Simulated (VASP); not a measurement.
A run of VASP 6.6.1 is set up as follows.

File INCAR:

```
PREC = Accurate
ENCUT = 520
EDIFF = 1E-6
ISMEAR = 0
SIGMA = 0.05
LREAL = Auto
LASPH = T
NELM = 60
ALGO = Normal
ISIF = 2
LWAVE = F
LCHARG = F
GGA = PE
IVDW = 12
NBANDS = 50
```

File KPOINTS:

```
Automatic mesh
0
Gamma
  4 4 4
```

POSCAR

```
N
1.0
   -5.6360689873      5.6360689873      0.0000000000
    0.0000000000      5.6360689873     -5.6360689873
   -5.6360689873      0.0000000000     -5.6360689873
N
15
Direct
    0.0250208893      0.0297502937      0.9153010082
    0.0250208893      0.9153010082      0.5299278088
    0.5045593972      0.4196424012      0.0462533976
    0.9633788897      0.5122070368      0.5122070368
    0.4118989094      0.0293670302      0.0293670302
    0.5045593972      0.0462533976      0.5295448039
    0.0250208893      0.5299278088      0.0297502937
    0.9678095156      0.9752880532      0.0845984188
    0.4889261459      0.4725871072      0.5825899336
    0.4889261459      0.5825899336      0.9558968132
    0.9678095156      0.0845984188      0.4723040124
    0.5811503501      0.9729498833      0.9729498833
    0.5045593972      0.5295448039      0.4196424012
    0.9678095156      0.4723040124      0.9752880532
    0.4889261459      0.9558968132      0.4725871072
```

Potentials or basis: VASP PAW PBE potentials, release 64 (N).

Run with:

```bash
$ cat potpaw_PBE.64/N/POTCAR > POTCAR
$ mpirun -np 1 vasp_std > vasp.out
```

Question: What does it give for the largest force?

Answer: 1.752 eV/Å.

Question: What does it give for the band gap on the k mesh?

Answer: Zero (an odd number of electrons rules out a gap without spin polarisation).

Question: What does it give for the pressure?

Answer: 1.7 GPa.

Forces on the atoms (eV/Å):
```
N    0.991  0.987  1.016
N   -1.016 -0.991  0.987
N   -0.941 -1.309  0.644
N   -0.002  0.002  0.002
N    1.012 -1.012 -1.012
N   -0.644  0.941 -1.309
N   -0.987  1.016 -0.991
N   -0.990 -0.987 -1.016
N   -1.309 -0.645 -0.941
N    0.941  1.309 -0.645
N    1.016  0.990 -0.987
N   -1.011  1.011  1.011
N    1.309  0.644  0.941
N    0.987 -1.016  0.990
N    0.645 -0.941  1.309
```

Caveat: the cell differs from its parent crystal (atoms taken out, then relaxed in part); the standard files for N, O and F lose accuracy on very short bonds; an odd number of electrons without spin polarisation forces a metal; a magnetic or distorted state may lie lower.
